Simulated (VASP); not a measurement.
# ScAlN2 (P6/mmm) in VASP: further runs, part 2 of 2

VASP 6.6.1.

## Step 3: Single point, PBE

This run uses another cell than the first one, of 16.24 Å³/atom.

Contents of INCAR:

```
SYSTEM = ScAlN2
ALGO = Normal
EDIFF = 1E-6
ENCUT = 520
GGA = PE
ISIF = 2
ISMEAR = 0
LASPH = .TRUE.
LCHARG = .FALSE.
LREAL = .FALSE.
LWAVE = .FALSE.
NBANDS = 20
NELM = 80
PREC = Accurate
SIGMA = 0.1
```

Contents of KPOINTS:

```
k-points
0
G
  6 6 4
  0 0 0
```

Contents of POSCAR:

```
ScAlN2
1.0
    3.6039779800      0.0000000000      0.0000000000
   -1.8019889900      3.1211364900      0.0000000000
    0.0000000000      0.0000000000      5.7757155000
Sc Al N
1 1 2
Direct
    0.0000000000      0.0000000000      0.0000000000
    0.0000000000      0.0000000000      0.5000000000
    0.3333333300      0.6666666700      0.5000000000
    0.6666666700      0.3333333300      0.5000000000
```

Potentials or basis: VASP PAW PBE potentials, release 64 (Sc_sv, Al, N).

Run with:

```bash
cat potpaw_PBE.64/Sc_sv/POTCAR potpaw_PBE.64/Al/POTCAR potpaw_PBE.64/N/POTCAR > POTCAR
mpirun -np 1 vasp_std > vasp.out
```

OUTCAR:

```text
SYSTEM = ScAlN2
   EDIFF = 1E-6
   ENCUT = 520
   GGA = PE
   ISIF = 2
   ISMEAR = 0
   LASPH = .TRUE.
   LREAL = .FALSE.
   NELM = 80
   PREC = Accurate

 ion  position               nearest neighbor table
   1  0.000  0.000  0.000-   2 2.89   2 2.89
   2  0.000  0.000  0.500-   3 2.08   4 2.08   4 2.08   3 2.08   4 2.08   3 2.08   1 2.89   1 2.89

   3  0.333  0.667  0.500-   2 2.08   2 2.08   2 2.08
   4  0.667  0.333  0.500-   2 2.08   2 2.08   2 2.08

[... 676 lines left out ...]

  FORCE on cell =-STRESS in cart. coord.  units (eV):
  Direction    XX          YY          ZZ          XY          YZ          ZX
  --------------------------------------------------------------------------------------
  -------------------------------------------------------------------------------------
  Total       -0.4882711     -0.4882711     -0.6989886      0.0000000      0.0000000      0.0000000
  in kB      -12.0412326    -12.0412326    -17.2377276      0.0000000      0.0000000      0.0000000
  external PRESSURE =     -13.7733976 kB  Pullay stress =       0.0000000 kB

 VOLUME and BASIS-vectors are now :
 -----------------------------------------------------------------------------
  energy-cutoff  :      520.00
  volume of cell :       64.97
      direct lattice vectors                 reciprocal lattice vectors
     3.603977980  0.000000000  0.000000000     0.277471174  0.160198057  0.000000000
    -1.801988990  3.121136490  0.000000000     0.000000000  0.320396113  0.000000000
     0.000000000  0.000000000  5.775715500     0.000000000  0.000000000  0.173138722

 POSITION                                       TOTAL-FORCE (eV/Angst)
 -----------------------------------------------------------------------------------
      0.00000      0.00000      0.00000         0.000000      0.000000      0.000000
      0.00000      0.00000      2.88786         0.000000      0.000000      0.000000
     -0.00000      2.08076      2.88786         0.000000     -0.000000      0.000000
      1.80199      1.04038      2.88786        -0.000000      0.000000     -0.000000
 -----------------------------------------------------------------------------------
    total drift:                               -0.000000      0.000000      0.000000

  FREE ENERGIE OF THE ION-ELECTRON SYSTEM (eV)
  ---------------------------------------------------
  free  energy   TOTEN  =       -21.1181032963 eV

  energy  without entropy=      -21.1035339271  energy(sigma->0) =      -21.11081861
```

Wall time 24 s (1 thread of AMD EPYC 9R45 (Zen 5), shared host); peak memory 0.17 GiB.

What came out:

```yaml
Free_energy: -21.1181 eV
Pressure: -1.4 GPa
Band_gap_on_the_k_mesh: zero (bands 12 and 13 overlap by 1.06 eV)
```

Stress tensor (GPa, compression positive):
```
-1.20  0.00  0.00
 0.00 -1.20  0.00
 0.00  0.00 -1.72
```

## Step 4: Relaxation of cell and atoms, PBE

This run uses another cell than the first one, of 16.24 Å³/atom.

Contents of INCAR:

```
  PREC = Accurate
  ENCUT = 600
  EDIFF = 1E-6
  ISMEAR = 0
  SIGMA = 0.1
  LREAL = F
  LASPH = T
  NELM = 100
  ALGO = Normal
  ISIF = 3
  LWAVE = F
  LCHARG = F
  GGA = PE
  IBRION = 2
  NSW = 90
  EDIFFG = -0.04
```

Contents of KPOINTS:

```
Automatic mesh
0
Gamma
  6 6 4
```

POSCAR is that of step 3.

Potentials or basis: VASP PAW PBE potentials, release 64 (Sc_sv, Al, N).

Run with:

```bash
cat potpaw_PBE.64/Sc_sv/POTCAR potpaw_PBE.64/Al/POTCAR potpaw_PBE.64/N/POTCAR > POTCAR
mpirun -np 1 vasp_std > vasp.out
```

OUTCAR:

```text
PREC = Accurate
   ENCUT = 600
   EDIFF = 1E-6
   ISMEAR = 0
   LREAL = F
   LASPH = T
   NELM = 100
   ISIF = 3
   GGA = PE
   IBRION = 2
   NSW = 90
   EDIFFG = -0.04

 ion  position               nearest neighbor table
   1  0.000  0.000  0.000-   2 2.89   2 2.89
   2  0.000  0.000  0.500-   3 2.08   4 2.08   4 2.08   3 2.08   4 2.08   3 2.08   1 2.89   1 2.89

   3  0.333  0.667  0.500-   2 2.08   2 2.08   2 2.08
   4  0.667  0.333  0.500-   2 2.08   2 2.08   2 2.08

  LATTYP: Found a hexagonal cell.
 ALAT       =     3.6039779800
 C/A-ratio  =     1.6025945586

  Lattice vectors:

 A1 = (   3.6039779800,   0.0000000000,   0.0000000000)
[... 183 lines left out ...]
  FORCE on cell =-STRESS in cart. coord.  units (eV):
  Direction    XX          YY          ZZ          XY          YZ          ZX
  --------------------------------------------------------------------------------------
  -------------------------------------------------------------------------------------
  Total       -0.5105324     -0.5105324     -0.7235217      0.0000000      0.0000000     -0.0000000
  in kB      -12.5902166    -12.5902167    -17.8427359      0.0000000      0.0000000     -0.0000000
  external PRESSURE =     -14.3410564 kB  Pullay stress =       0.0000000 kB
[... 139 lines left out ...]
--------------------------------------- Ionic step        5  -------------------------------------------

 number of electron      23.9999998 magnetization

 Free energy of the ion-electron system (eV)
  ---------------------------------------------------
  ext. energy  EPLUGINS =         0.00000000
  ---------------------------------------------------
  free energy    TOTEN  =       -21.13620118 eV

  energy without entropy =      -21.11908242  energy(sigma->0) =      -21.12764180

 E-fermi :   4.6332     XC(G=0):  -9.8952

 val. band max:        4.6329483502   @ k =   0.3333   0.3333   0.0000
 cond. band min:       4.7096730825   @ k =   0.1667   0.0000   0.0000
 fundamental gap:      0.0767247323
 Fermi energy:         4.6332315054

 k-point     1 :       0.0000    0.0000    0.0000
  band No.  band energies     occupation
      1     -45.7482      2.00000
      2     -24.3638      2.00000
      3     -24.3260      2.00000
      4     -24.3260      2.00000
      5     -12.7625      2.00000
      6      -5.5576      2.00000
[... 419 lines left out ...]
  FREE ENERGIE OF THE ION-ELECTRON SYSTEM (eV)
  ---------------------------------------------------
  free  energy   TOTEN  =       -21.1362011843 eV

  energy  without entropy=      -21.1190824179  energy(sigma->0) =      -21.12764180

 reached required accuracy - stopping structural energy minimisation
```

Run time: 64 s. Hardware: 1 thread of AMD EPYC 9R45 (Zen 5), shared host; peak memory 0.19 GiB.

What came out:

```
Free energy                           : -21.1362 eV
Relaxed volume                        : 15.59 Å³/atom
Relaxed cell                          : a = 3.602 Å, b = 3.602 Å, c = 5.549 Å, α = 90.00°, β = 90.00°, γ = 120.00°
Space group after relaxing (to 0.1 Å) : P6/mmm (No. 191)
Energy gained by relaxing             : 3.7 meV/atom
Ionic steps                           : 5
Pressure after relaxing               : 0.1 GPa
Band gap on the k mesh                : zero (bands 12 and 13 overlap by 1.13 eV)
```

Stress tensor (GPa, compression positive):
```
0.13 0.00 0.00
0.00 0.13 0.00
0.00 0.00 0.05
```

Step by step:
| step | energy change (eV) | largest force (eV/Å) | pressure (GPa) | volume (Å³) |
| --- | --- | --- | --- | --- |
| 1 | 0.0000 | 0.0000 | -1.43 | 64.97 |
| 2 | -0.0060 | 0.0000 | 0.26 | 63.61 |
| 3 | -0.0060 | 0.0000 | 0.15 | 63.69 |
| 4 | -0.0101 | 0.0000 | 0.10 | 63.33 |
| 5 | -0.0149 | 0.0000 | 0.10 | 62.36 |

Final structure:
```xyz
4
Lattice="3.6023 0.0000 0.0000 -1.8012 3.1197 0.0000 0.0000 0.0000 5.5491" Properties=species:S:1:pos:R:3 pbc="T T T"
Sc    0.0000    0.0000    5.5491
Al    0.0000    0.0000    2.7745
N     0.0000    2.0798    2.7745
N     1.8012    1.0399    2.7745
```

## Step 5: Summary

| task | cell | cutoff (eV) | gap on the mesh (eV) | pressure (GPa) |
| --- | --- | --- | --- | --- |
| single point | a = 3.604, b = 3.604, c = 5.576 Å, angles 90.0, 90.0, 120.0°, 4 atoms | 520 | none | -0.2 |
| single point | a = 3.604, b = 3.604, c = 5.776 Å, angles 90.0, 90.0, 120.0°, 4 atoms | 520 | none | -1.4 |
| relaxation of cell and atoms | relaxed from a = 3.604, b = 3.604, c = 5.776 Å, angles 90.0, 90.0, 120.0°, 4 atoms | 600 | none | 0.1 |

Alike in all rows: level PBE; potentials or basis VASP PAW PBE potentials, release 64 (Sc_sv, Al, N); no spin polarisation; k mesh 6 × 6 × 4; smearing gaussian 0.1 eV.

Absolute energies hang on the potentials; compare differences alone.
